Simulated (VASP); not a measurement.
# Ru (P6_3/mmc) in VASP: elastic constants with PBE

Aim: the elastic constants of Ru with PBE.

Program: VASP 6.6.1. These are calculated values, not measurements. Logs are shortened: lines on timing, memory, paths and dates and some standing lists are left out, and cuts for length are marked.

## 1. The cell of the first run

It takes space group P6_3/mmc (No. 194, hexagonal). Conventional cell: a = 2.722 Å, b = 2.722 Å, c = 4.297 Å, α = 90.00°, β = 90.00°, γ = 120.00°. Within 3.5 Å of Ru (site symmetry -6m2) lie 12 Ru at 2.66 to 2.72 Å.

## 2. Elastic constants, PBE

File INCAR:

```
PREC = Accurate
ENCUT = 600
EDIFF = 1E-8
ISMEAR = -1
SIGMA = 0.15
LREAL = F
LASPH = T
NELM = 100
ALGO = Fast
ISIF = 3
LWAVE = F
LCHARG = T
GGA = PE
NBANDS = 21
IBRION = 6
NFREE = 2
POTIM = 0.015
NSW = 1
KPAR = 4
```

File KPOINTS:

```
regular mesh
0
Gamma
  18 18 10
```

File POSCAR:

```
Ru
1.0
    2.7222232922      0.0000000000      0.0000000000
   -1.3611116461      2.3575145258      0.0000000000
    0.0000000000      0.0000000000      4.2973136335
Ru
2
Direct
    0.3333333333      0.6666666667      0.2500000000
    0.6666666667      0.3333333333      0.7500000000
```

Potentials or basis: VASP PAW PBE potentials, release 64 (Ru_pv).

Run with:

```bash
$ cat potpaw_PBE.64/Ru_pv/POTCAR > POTCAR
$ mpirun -np 4 vasp_std > vasp.out
```

OUTCAR:

```text
PREC = Accurate
   ENCUT = 600
   EDIFF = 1E-8
   ISMEAR = -1
   LREAL = F
   LASPH = T
   NELM = 100
   ISIF = 3
   GGA = PE
   IBRION = 6
   NFREE = 2
   POTIM = 0.015
   NSW = 1

 ion  position               nearest neighbor table
   1  0.333  0.667  0.250-   2 2.66   2 2.66   2 2.66   2 2.66   2 2.66   2 2.66
   2  0.667  0.333  0.750-   1 2.66   1 2.66   1 2.66   1 2.66   1 2.66   1 2.66

  LATTYP: Found a hexagonal cell.
 ALAT       =     2.7222232922
 C/A-ratio  =     1.5786043877

  Lattice vectors:

 A1 = (   2.7222232922,   0.0000000000,   0.0000000000)
 A2 = (  -1.3611116461,   2.3575145258,   0.0000000000)
 A3 = (   0.0000000000,   0.0000000000,   4.2973136335)

Analysis of symmetry for initial positions (statically):
=====================================================================
 Subroutine PRICEL returns:
 Original cell was already a primitive cell.

 Routine SETGRP: Setting up the symmetry group for a
 hexagonal supercell.

 Subroutine GETGRP returns: Found 24 space group operations
 (whereof 12 operations were pure point group operations)
 out of a pool of 24 trial point group operations.

The static configuration has the point symmetry D_3d.
 The point group associated with its full space group is D_6h.

Analysis of symmetry for dynamics (positions and initial velocities):
=====================================================================
 Subroutine PRICEL returns:
 Original cell was already a primitive cell.

 Routine SETGRP: Setting up the symmetry group for a
 hexagonal supercell.

 Subroutine GETGRP returns: Found 24 space group operations
 (whereof 12 operations were pure point group operations)
 out of a pool of 24 trial point group operations.

The dynamic configuration has the point symmetry D_3d.
 The point group associated with its full space group is D_6h.

 Subroutine INISYM returns: Found 24 space group operations
 (whereof 12 operations are pure point group operations),
 and found     1 'primitive' translations

----------------------------------------------------------------------------------------

                                     Primitive cell

  volume of cell :      27.5788

  direct lattice vectors                    reciprocal lattice vectors
     2.722223292  0.000000000  0.000000000     0.367346794  0.212087771  0.000000000
    -1.361111646  2.357514526  0.000000000     0.000000000  0.424175541  0.000000000
     0.000000000  0.000000000  4.297313633     0.000000000  0.000000000  0.232703518

  length of vectors
     2.722223292  2.722223292  4.297313633     0.424175541  0.424175541  0.232703518

  position of ions in fractional coordinates (direct lattice)
     0.333333333  0.666666667  0.250000000
     0.666666667  0.333333333  0.750000000

  ion indices of the primitive-cell ions
   primitive index   ion index
                 1           1
                 2           2

----------------------------------------------------------------------------------------

 KPOINTS: regular mesh

Automatic generation of k-mesh.
 Grid dimensions read from file:
 generate k-points for:   18   18   10

 Generating k-lattice:

  Cartesian coordinates                     Fractional coordinates (reciprocal lattice)
     0.020408155  0.011782654  0.000000000     0.055555556  0.000000000  0.000000000
     0.000000000  0.023565308  0.000000000     0.000000000  0.055555556  0.000000000
     0.000000000  0.000000000  0.023270352     0.000000000  0.000000000  0.100000000

  Length of vectors
     0.023565308  0.023565308  0.023270352

  Shift w.r.t. Gamma in fractional coordinates (k-lattice)
     0.000000000  0.000000000  0.000000000

 Subroutine IBZKPT returns following result:
 ===========================================

 Found    222 irreducible k-points:

 Following reciprocal coordinates:
            Coordinates               Weight
  0.000000  0.000000  0.000000      1.000000
  0.055556  0.000000  0.000000      6.000000
  0.111111  0.000000  0.000000      6.000000
  0.166667  0.000000  0.000000      6.000000
  0.222222 -0.000000  0.000000      6.000000
[... 48 lines left out ...]
   PSTRESS=    0.0 pullay stress
   NELECT =      28.0000    total number of electrons
   NUPDOWN=      -1.0000    fix difference up-down
   EMIN   =  10.00;   EMAX   =-10.00  energy-range for DOS
   EFERMI =   0.00;   METHOD = LEGACY
   ISMEAR =    -1;   SIGMA  =   0.15  broadening in eV -4-tet -1-fermi 0-gaus
   EFERMI_NEDOS =   21; number of points for ismear=-14 and -15
   IALGO  =     68    algorithm
   IMIX   =      4    mixing-type and parameters
     AMIX     =   0.40;   BMIX     =  1.00
     AMIX_MAG =   1.60;   BMIX_MAG =  1.00
  volume/ion in A,a.u.               =      13.79        93.06
  Fermi-wavevector in a.u.,A,eV,Ry     =   1.645391  3.109338 36.835210  2.707312
  Thomas-Fermi vector in A             =   2.735196
   LORBIT       =      0    0 simple, 1 ext, 2 COOP (PROOUT), +10 PAW based schemes
   GGA     = PE    functional components
   LHFCALC =     F    Hartree Fock is set to
   AEXX    =    0.0000 exact exchange contribution
   IVDW    =     0    specifies the selected vdW correction
   LEPSILON=     F    determine dielectric tensor
   LRPA    =     F    only Hartree local field effects (RPA)
 finite differences with symmetry
 non-spin polarized calculation
 RMM-DIIS sequential band-by-band and
  energy-cutoff  :      600.00
  volume of cell :       27.58
 maximum number of plane-waves:       954
 NGX is ok and might be reduce to    24
   NGX = 11   NGY = 11   NGZ = 17

--------------------------------------- Ionic step        1  -------------------------------------------

 number of electron      28.0000004 magnetization

 Free energy of the ion-electron system (eV)
  ---------------------------------------------------
  ext. energy  EPLUGINS =         0.00000000
  ---------------------------------------------------
  free energy    TOTEN  =       -18.53165602 eV

  energy without entropy =      -18.40327655  energy(sigma->0) =      -18.46746628

------------------------ aborting loop because EDIFF is reached ----------------------------------------

  FORCE on cell =-STRESS in cart. coord.  units (eV):
  Direction    XX          YY          ZZ          XY          YZ          ZX
  --------------------------------------------------------------------------------------
  -------------------------------------------------------------------------------------
  Total       -0.0252181     -0.0252181     -0.0221455      0.0000000      0.0000000      0.0000000
  in kB       -1.4650331     -1.4650331     -1.2865355      0.0000000      0.0000000      0.0000000
  external PRESSURE =      -1.4055339 kB  Pullay stress =       0.0000000 kB
[... 89 lines left out ...]
  FREE ENERGIE OF THE ION-ELECTRON SYSTEM (eV)
  ---------------------------------------------------
  free  energy   TOTEN  =       -18.5205231380 eV

  energy  without entropy=      -18.3950328414  energy(sigma->0) =      -18.45777799

[... ionic steps 4 to 14 ...]

--------------------------------------- Ionic step       15  -------------------------------------------

 number of electron      28.0000003 magnetization

------------------------ aborting loop because EDIFF is reached ----------------------------------------
[... 67 lines left out ...]
--------------------------------------- Ionic step       17  -------------------------------------------

 number of electron      28.0000003 magnetization

 Free energy of the ion-electron system (eV)
  ---------------------------------------------------
  ext. energy  EPLUGINS =         0.00000000
  ---------------------------------------------------
  free energy    TOTEN  =       -18.53036925 eV

  energy without entropy =      -18.40188843  energy(sigma->0) =      -18.46612884

 E-fermi :  12.5725     XC(G=0): -14.0224

 val. band max:       12.5721408526   @ k =  -0.1111   0.3333   0.1000
 cond. band min:      12.5743400729   @ k =  -0.0000   0.0556   0.1000
 fundamental gap:      0.0021992203
 Fermi energy:        12.5725264381

 k-point     1 :       0.0000    0.0000    0.0000
  band No.  band energies     occupation
      1     -31.0311      2.00000
      2     -30.1432      2.00000
      3     -30.1432      2.00000
      4     -29.9787      2.00000
      5     -29.9787      2.00000
      6     -29.9384      2.00000
[... 565 lines left out ...]
     20      23.0096      0.00000
     21      23.5889      0.00000

 [... further k-points ...]

------------------------ aborting loop because EDIFF is reached ----------------------------------------

  FORCE on cell =-STRESS in cart. coord.  units (eV):
  Direction    XX          YY          ZZ          XY          YZ          ZX
  --------------------------------------------------------------------------------------
  -------------------------------------------------------------------------------------
  Total       -0.0211542     -0.0211542     -0.0084528      0.0000000      0.0000000      0.0000000
  in kB       -1.2289418     -1.2289418     -0.4910622      0.0000000      0.0000000      0.0000000
  external PRESSURE =      -0.9829819 kB  Pullay stress =       0.0000000 kB
[... 17 lines left out ...]
  FREE ENERGIE OF THE ION-ELECTRON SYSTEM (eV)
  ---------------------------------------------------
  free  energy   TOTEN  =       -18.5303692502 eV

  energy  without entropy=      -18.4018884283  energy(sigma->0) =      -18.46612884

 INTERNAL STRAIN TENSORS FROM STRAINED CELLS
 ============================================

 INTERNAL STRAIN TENSOR FOR ION    1 for displacements in x,y,z  (eV/Angst):
          X           Y           Z          XY          YZ          ZX
  --------------------------------------------------------------------------------
  x    -0.00000     0.00000    -0.00000    -2.54726    -0.00000    -0.00000
  y    -2.55495     2.55072    -0.00000    -0.00001    -0.00003     0.00017
  z    -0.00000     0.00000     0.00000     0.00000     0.00037     0.00000

 INTERNAL STRAIN TENSORS FROM DISPLACED ATOMS
 ============================================

 INTERNAL STRAIN TENSOR FOR ION    1 for displacements in x,y,z  (eV/Angst):
          X           Y           Z          XY          YZ          ZX
  --------------------------------------------------------------------------------
  x     0.00000     0.00000     0.00000    -2.54873     0.00000     0.00000
  y    -2.54873     2.54873     0.00000    -0.00000     0.00000     0.00000
  z     0.00000    -0.00000    -0.00000     0.00000     0.00000     0.00000

 INTERNAL STRAIN TENSOR FOR ION    2 for displacements in x,y,z  (eV/Angst):
          X           Y           Z          XY          YZ          ZX
  --------------------------------------------------------------------------------
  x     0.00000     0.00000     0.00000     2.54873     0.00000     0.00000
  y     2.54873    -2.54873    -0.00000     0.00000     0.00000     0.00000
  z    -0.00000     0.00000     0.00000     0.00000     0.00000     0.00000

 Eigenvectors and eigenvalues of the dynamical matrix
 ----------------------------------------------------

   1 f  =    7.437275 THz    46.729778 2PiTHz  248.080799 cm-1    30.758085 meV
             X         Y         Z           dx          dy          dz
     -0.000000  1.571676  1.074328     0.000000    0.000000    0.707107
      1.361112  0.785838  3.222985     0.000000   -0.000000   -0.707107
[... 21 lines left out ...]
   6 f/i=    0.000000 THz     0.000001 2PiTHz    0.000003 cm-1     0.000000 meV
             X         Y         Z           dx          dy          dz
     -0.000000  1.571676  1.074328    -0.167570    0.311056    0.612507
      1.361112  0.785838  3.222985    -0.167570    0.311056    0.612507

--------------------------------------------------------------------------------------------------------

 ELASTIC MODULI CONTR FROM IONIC RELAXATION (kBar)
 Direction    XX          YY          ZZ          XY          YZ          ZX
 --------------------------------------------------------------------------------
 XX         -56.1420     56.1420      0.0000      0.0000      0.0000      0.0000
 YY          56.1420    -56.1420     -0.0000     -0.0000      0.0000      0.0000
 ZZ           0.0000     -0.0000     -0.0000     -0.0000      0.0000      0.0000
 XY           0.0000     -0.0000     -0.0000    -56.1420      0.0000      0.0000
 YZ           0.0000      0.0000      0.0000      0.0000      0.0000      0.0000
 ZX           0.0000      0.0000      0.0000      0.0000      0.0000      0.0000
 --------------------------------------------------------------------------------

 TOTAL ELASTIC MODULI (kBar)
 Direction    XX          YY          ZZ          XY          YZ          ZX
 --------------------------------------------------------------------------------
 XX        5618.5676   1804.6287   1706.0453      0.0000      0.0000     -0.0000
 YY        1804.6287   5618.5676   1706.0453     -0.0000      0.0000      0.0000
 ZZ        1706.0453   1706.0453   6304.3222     -0.0000     -0.0000     -0.0000
 XY           0.0000     -0.0000     -0.0000   1906.9694     -0.0000      0.0000
 YZ           0.0000      0.0000      0.0000      0.0000   1797.8241      0.0000
 ZX           0.0000      0.0000     -0.0000      0.0000      0.0000   1797.8241
 --------------------------------------------------------------------------------
```

It took 46 min on 4 MPI ranks of Oxide Virtual Turin-like, shared host; peak memory 0.97 GiB.

Results:

- Voigt bulk modulus: 311 GPa
- Highest phonon frequency at Γ: 248 cm⁻¹

Phonon frequencies in cm⁻¹ (negative: imaginary):
```
              q point        frequencies
(0.000, 0.000, 0.000)  0 0 0 190 190 248
```

Elastic tensor in Voigt notation (GPa, in the Cartesian axes of the cell as first typed):
```
562 180 171   0   0   0
180 562 171   0   0   0
171 171 630   0   0   0
  0   0   0 180   0   0
  0   0   0   0 180   0
  0   0   0   0   0 191
```

Clamped-ion elastic tensor (GPa):
```
567 175 171   0   0   0
175 567 171   0   0   0
171 171 630   0   0   0
  0   0   0 180   0   0
  0   0   0   0 180   0
  0   0   0   0   0 196
```
